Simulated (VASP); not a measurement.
# InP (F-43m) in VASP: further runs

The runs below take InP through single point, with PBE0.

All numbers are computed with VASP 6.6.1; they aren't measurements. Logs are shortened: lines on timing, memory, paths and dates and some standing lists are left out, and cuts for length are marked.

**1. The cell of the first run**

Symmetry: F-43m, No. 216, cubic system. Conventional cell: a = 5.906 Å, b = 5.906 Å, c = 5.906 Å, α = 90.00°, β = 90.00°, γ = 90.00°. In (site symmetry -43m) has 4 P at 2.56 Å within 3.4 Å. P (site symmetry -43m) has 4 In at 2.56 Å within 3.4 Å.

**2. Single point, PBE0 (25.75 Å³/atom)**

POSCAR reads:

```
InP
1.0
    0.0000000000      2.9531000000      2.9531000000
    2.9531000000      0.0000000000      2.9531000000
    2.9531000000      2.9531000000      0.0000000000
In P
1 1
Direct
    0.0000000000      0.0000000000      0.0000000000
    0.2500000000      0.2500000000      0.2500000000
```

INCAR.step1 reads:

```
SYSTEM = InP
PREC     = Accurate       ! precision mode
ENCUT    = 400            ! plane-wave cutoff, eV
EDIFF    = 1E-5           ! SCF threshold, eV
ISMEAR   = 0              ! smearing method
SIGMA    = 0.02           ! smearing width, eV
LREAL    = .FALSE.        ! projectors in reciprocal space
LASPH    = .TRUE.         ! aspherical terms in the spheres
NELM     = 120            ! most SCF steps
ALGO     = Normal         ! electronic algorithm
ISIF     = 2              ! what is computed and relaxed
LWAVE    = .TRUE.         ! write WAVECAR
LCHARG   = .FALSE.        ! write CHGCAR
GGA      = PE             ! functional
NBANDS   = 16             ! bands
GGA_COMPAT= .FALSE.
```

INCAR.step2 reads:

```
SYSTEM = InP
PREC     = Accurate       ! precision mode
ENCUT    = 400            ! plane-wave cutoff, eV
EDIFF    = 1E-6           ! SCF threshold, eV
ISMEAR   = 0              ! smearing method
SIGMA    = 0.02           ! smearing width, eV
LREAL    = .FALSE.        ! projectors in reciprocal space
LASPH    = .TRUE.         ! aspherical terms in the spheres
NELM     = 120            ! most SCF steps
ALGO     = Normal         ! electronic algorithm
ISIF     = 2              ! what is computed and relaxed
LWAVE    = .FALSE.        ! write WAVECAR
LCHARG   = .FALSE.        ! write CHGCAR
GGA      = PE             ! functional
LHFCALC  = .TRUE.         ! exact exchange
AEXX     = 0.25           ! exact-exchange fraction
PRECFOCK = Normal       
ISTART   = 1            
NBANDS   = 16             ! bands
GGA_COMPAT= .FALSE.
```

KPOINTS reads:

```
regular mesh
0
G
  6 6 6
  0 0 0
```

Potentials or basis: VASP PAW PBE potentials, release 64 (In_d, P).

Command:

```
$ cat potpaw_PBE.64/In_d/POTCAR potpaw_PBE.64/P/POTCAR > POTCAR
$ cp INCAR.step1 INCAR
$ mpirun -np 1 vasp_std > vasp.out
$ cp INCAR.step2 INCAR
$ mpirun -np 1 vasp_std > vasp.out
```

OUTCAR:

```text
SYSTEM = InP
   PREC = Accurate
   ENCUT = 400
   EDIFF = 1E-6
   ISMEAR = 0
   LREAL = .FALSE.
   LASPH = .TRUE.
   NELM = 120
   ISIF = 2
   GGA = PE
   LHFCALC = .TRUE.
   AEXX = 0.25
   PRECFOCK = Normal
   ISTART = 1

 ion  position               nearest neighbor table
   1  0.000  0.000  0.000-   2 2.56   2 2.56   2 2.56   2 2.56
   2  0.250  0.250  0.250-   1 2.56   1 2.56   1 2.56   1 2.56

  LATTYP: Found a face centered cubic cell.
 ALAT       =     5.9062000000

  Lattice vectors:

 A1 = (   0.0000000000,   2.9531000000,   2.9531000000)
 A2 = (   2.9531000000,   0.0000000000,   2.9531000000)
 A3 = (   2.9531000000,   2.9531000000,   0.0000000000)

Analysis of symmetry for initial positions (statically):
=====================================================================
 Subroutine PRICEL returns:
 Original cell was already a primitive cell.

 Routine SETGRP: Setting up the symmetry group for a
 face centered cubic supercell.

 Subroutine GETGRP returns: Found 24 space group operations
 (whereof 24 operations were pure point group operations)
 out of a pool of 48 trial point group operations.

The static configuration has the point symmetry T_d .

Analysis of symmetry for dynamics (positions and initial velocities):
=====================================================================
 Subroutine PRICEL returns:
 Original cell was already a primitive cell.

 Routine SETGRP: Setting up the symmetry group for a
 face centered cubic supercell.

 Subroutine GETGRP returns: Found 24 space group operations
 (whereof 24 operations were pure point group operations)
 out of a pool of 48 trial point group operations.

The dynamic configuration has the point symmetry T_d .

 Subroutine INISYM returns: Found 24 space group operations
 (whereof 24 operations are pure point group operations),
 and found     1 'primitive' translations

----------------------------------------------------------------------------------------

                                     Primitive cell

  volume of cell :      51.5068

  direct lattice vectors                    reciprocal lattice vectors
     0.000000000  2.953100000  2.953100000    -0.169313603  0.169313603  0.169313603
[... 81 lines left out ...]
   IBRION =     -1    ionic relax: 0-MD 1-quasi-New 2-CG
   NFREE  =      0    steps in history (QN), initial steepest desc. (CG)
   ISIF   =      2    stress and relaxation
   ISYM   =      3    0-nonsym 1-usesym 2-fastsym
   POTIM  = 0.5000    time-step for ionic-motion
   TEBEG  =    0.0;   TEEND  =   0.0 temperature during run
   PSTRESS=    0.0 pullay stress
   NELECT =      18.0000    total number of electrons
   NUPDOWN=      -1.0000    fix difference up-down
   EMIN   =  10.00;   EMAX   =-10.00  energy-range for DOS
   EFERMI =   0.00;   METHOD = LEGACY
   ISMEAR =     0;   SIGMA  =   0.02  broadening in eV -4-tet -1-fermi 0-gaus
   EFERMI_NEDOS =   21; number of points for ismear=-14 and -15
   IALGO  =     38    algorithm
   IMIX   =      1    mixing-type and parameters
     AMIX     =   0.40;   BMIX     =  1.00
     AMIX_MAG =   1.60;   BMIX_MAG =  1.00
  volume/ion in A,a.u.               =      25.75       173.79
  Fermi-wavevector in a.u.,A,eV,Ry     =   1.153128  2.179096 18.091723  1.329704
  Thomas-Fermi vector in A             =   2.289774
   LORBIT       =      0    0 simple, 1 ext, 2 COOP (PROOUT), +10 PAW based schemes
   GGA     = PE    functional components
   LHFCALC =     T    Hartree Fock is set to
   PRECFOCK=normal    Normal, Fast or Accurate (Low or Medium for compatibility)
   ENCUT4O =  -1.0   cutoff for four orbital integrals eV
   NKREDX  =     1    reduce k-point grid by
   NKREDY  =     1    reduce k-point grid by
   NKREDZ  =     1    reduce k-point grid by
   AEXX    =    0.2500 exact exchange contribution
   HFSCREEN=    0.0000 screening length (either q_TF or 0.3 A-1)
   HFSCREENC=   0.0000 screening length for correlation (either q_TF or 0.3 A-1)
   ENCUTFOCK=  -1.0 apply spherical cutoff to Coloumb kernel
   IVDW    =     0    specifies the selected vdW correction
   LEPSILON=     F    determine dielectric tensor
   LRPA    =     F    only Hartree local field effects (RPA)
 non-spin polarized calculation
 Gauss-broadening in eV      SIGMA  =   0.02
  energy-cutoff  :      400.00
  volume of cell :       51.51
 maximum number of plane-waves:       960
  NGX = 24; NGY = 24; NGZ = 24

 number of electron      17.9999989 magnetization

 Free energy of the ion-electron system (eV)
  ---------------------------------------------------
  ext. energy  EPLUGINS =         0.00000000
  ---------------------------------------------------
  free energy    TOTEN  =       -10.89196302 eV

  energy without entropy =      -10.89196302  energy(sigma->0) =      -10.89196302

 E-fermi :   4.3536     XC(G=0):  -7.2706

 val. band max:        4.1774981226   @ k =   0.0000   0.0000   0.0000
 cond. band min:       6.1697426189   @ k =   0.0000   0.0000   0.0000
 fundamental gap:      1.9922444963
 Fermi energy:         4.3535829732

 k-point     1 :       0.0000    0.0000    0.0000
  band No.  band energies     occupation
      1     -11.7458      2.00000
      2     -11.7458      2.00000
      3     -11.7458      2.00000
      4     -11.5949      2.00000
      5     -11.5949      2.00000
      6      -8.4951      2.00000
[... 281 lines left out ...]
      3     -11.6541      2.00000
      4     -11.6219      2.00000
      5     -11.5760      2.00000
      6      -5.9517      2.00000
[... 8 lines left out ...]
     15      17.3547      0.00000
     16      18.0212      0.00000

------------------------ aborting loop because EDIFF is reached ----------------------------------------

  FORCE on cell =-STRESS in cart. coord.  units (eV):
  Direction    XX          YY          ZZ          XY          YZ          ZX
  --------------------------------------------------------------------------------------
  -------------------------------------------------------------------------------------
  Total       -0.1871431     -0.1871431     -0.1871431      0.0000000      0.0000000      0.0000000
  in kB       -5.8212995     -5.8212995     -5.8212995      0.0000000      0.0000000      0.0000000
  external PRESSURE =      -5.8212995 kB  Pullay stress =       0.0000000 kB

 VOLUME and BASIS-vectors are now :
 -----------------------------------------------------------------------------
  energy-cutoff  :      400.00
  volume of cell :       51.51
      direct lattice vectors                 reciprocal lattice vectors
     0.000000000  2.953100000  2.953100000    -0.169313603  0.169313603  0.169313603
     2.953100000  0.000000000  2.953100000     0.169313603 -0.169313603  0.169313603
     2.953100000  2.953100000  0.000000000     0.169313603  0.169313603 -0.169313603

 POSITION                                       TOTAL-FORCE (eV/Angst)
 -----------------------------------------------------------------------------------
      0.00000      0.00000      0.00000         0.000000      0.000000      0.000000
      1.47655      1.47655      1.47655        -0.000000     -0.000000     -0.000000
 -----------------------------------------------------------------------------------
    total drift:                                0.000057      0.000055      0.000036

  FREE ENERGIE OF THE ION-ELECTRON SYSTEM (eV)
  ---------------------------------------------------
  free  energy   TOTEN  =       -10.8919630161 eV

  energy  without entropy=      -10.8919630161  energy(sigma->0) =      -10.89196302
```

OUTCAR.step1:

```text
SYSTEM = InP
   PREC = Accurate
   ENCUT = 400
   EDIFF = 1E-5
   ISMEAR = 0
   LREAL = .FALSE.
   LASPH = .TRUE.
[... 514 lines left out ...]
      0.00000      0.00000      0.00000        -0.000000      0.000000     -0.000000
      1.47655      1.47655      1.47655         0.000000     -0.000000      0.000000
 -----------------------------------------------------------------------------------
    total drift:                                0.000000      0.000000      0.000000

  FREE ENERGIE OF THE ION-ELECTRON SYSTEM (eV)
  ---------------------------------------------------
  free  energy   TOTEN  =        -8.3883488198 eV

  energy  without entropy=       -8.3883488198  energy(sigma->0) =       -8.38834882
```

OSZICAR.step1:

```text
N       E                     dE             d eps       ncg     rms          rms(c)
DAV:   1     0.101777828114E+03    0.10178E+03   -0.71628E+03   512   0.103E+03
DAV:   2    -0.220259531563E+01   -0.10398E+03   -0.10047E+03   576   0.265E+02
DAV:   3    -0.864398572018E+01   -0.64414E+01   -0.64155E+01   688   0.684E+01
DAV:   4    -0.879738805270E+01   -0.15340E+00   -0.15337E+00   664   0.119E+01
DAV:   5    -0.880506676847E+01   -0.76787E-02   -0.76786E-02   776   0.216E+00    0.549E+00
DAV:   6    -0.841446301721E+01    0.39060E+00   -0.62251E-01   800   0.126E+01    0.330E+00
DAV:   7    -0.838684044882E+01    0.27623E-01   -0.15318E-01   736   0.303E+00    0.124E+00
DAV:   8    -0.838745362224E+01   -0.61317E-03   -0.15120E-02   616   0.143E+00    0.304E-01
DAV:   9    -0.838811727009E+01   -0.66365E-03   -0.12834E-03   632   0.373E-01    0.152E-01
DAV:  10    -0.838827235709E+01   -0.15509E-03   -0.23631E-04   720   0.198E-01    0.983E-02
DAV:  11    -0.838834965194E+01   -0.77295E-04   -0.12390E-04   560   0.977E-02    0.456E-02
DAV:  12    -0.838834881982E+01    0.83211E-06   -0.70516E-06   520   0.253E-02
   1 F= -.83883488E+01 E0= -.83883488E+01  d E =-.502035E-32
```

Wall time 59 min (1 thread of Intel Xeon 8259CL, shared host); peak memory 0.17 GiB.

What came out:

| Item | Value |
| --- | --- |
| Free energy | -10.8920 eV |
| Pressure | -0.6 GPa |
| Band gap on the k mesh | 1.99 eV |

Caveat: the PAW data sets were made with another functional, which shifts forces and pressure a little; spin-orbit coupling is left out, which moves the levels of the heavy elements.

**3. Single point, PBE0**

POSCAR reads:

```
InP
1.0
    0.0000000000      2.9531466269      2.9531466269
    2.9531466269      0.0000000000      2.9531466269
    2.9531466269      2.9531466269      0.0000000000
In P
1 1
Direct
    0.0000000000      0.0000000000      0.0000000000
    0.2500000000      0.2500000000      0.2500000000
```

INCAR.step1 reads:

```
PREC = Accurate ; ENCUT = 520
EDIFF = 1E-5 ; ISMEAR = 0
SIGMA = 0.05 ; LREAL = False
LASPH = True ; NELM = 60
ALGO = Normal ; ISIF = 2
LWAVE = True ; LCHARG = False
NBANDS = 16 ; GGA = PE
```

INCAR.step2 reads:

```
PREC = Accurate ; ENCUT = 520
EDIFF = 1E-7 ; ISMEAR = 0
SIGMA = 0.05 ; LREAL = False
LASPH = True ; NELM = 60
ALGO = Normal ; ISIF = 2
LWAVE = False ; LCHARG = False
GGA = PE ; LHFCALC = True
AEXX = 0.25 ; PRECFOCK = Normal
NBANDS = 16 ; ISTART = 1
```

KPOINTS reads:

```
regular mesh
0
Gamma
  6 6 6
```

Potentials or basis: VASP PAW PBE potentials, release 64 (In_d, P).

Command:

```
$ cat potpaw_PBE.64/In_d/POTCAR potpaw_PBE.64/P/POTCAR > POTCAR
$ cp INCAR.step1 INCAR
$ mpirun -np 1 vasp_std > vasp.out
$ cp INCAR.step2 INCAR
$ mpirun -np 1 vasp_std > vasp.out
```

It took 39 min on 1 thread of Intel Xeon Platinum 8259CL at 2.50GHz (Skylake/Cascade Lake), shared host; peak memory 0.21 GiB.

Results (log left out):

```
Free energy            : -10.8924 eV
Pressure               : -0.5 GPa
Band gap on the k mesh : 1.99 eV
```

Levels at points of the mesh, in eV from the valence-band top:
| k point | band 5 | band 6 | band 7 | band 8 | band 9 | band 10 | band 11 | band 12 | band 13 | band 14 |
| --- | --- | --- | --- | --- | --- | --- | --- | --- | --- | --- |
| (0.00, 0.00, 0.00) | -15.77 | -12.67 | 0.00 | 0.00 | 0.00 | 1.99 | 5.61 | 5.61 | 5.61 | 10.15 |
| (0.50, 0.00, 0.00) | -15.76 | -10.87 | -6.21 | -1.05 | -1.05 | 2.85 | 6.35 | 6.35 | 8.68 | 11.16 |
| (0.50, 0.50, 0.00) | -15.74 | -10.19 | -6.22 | -2.50 | -2.50 | 3.06 | 3.67 | 10.98 | 11.48 | 11.48 |

Caveat: the PAW data sets were made with another functional, which shifts forces and pressure a little; spin-orbit coupling is left out, which moves the levels of the heavy elements.
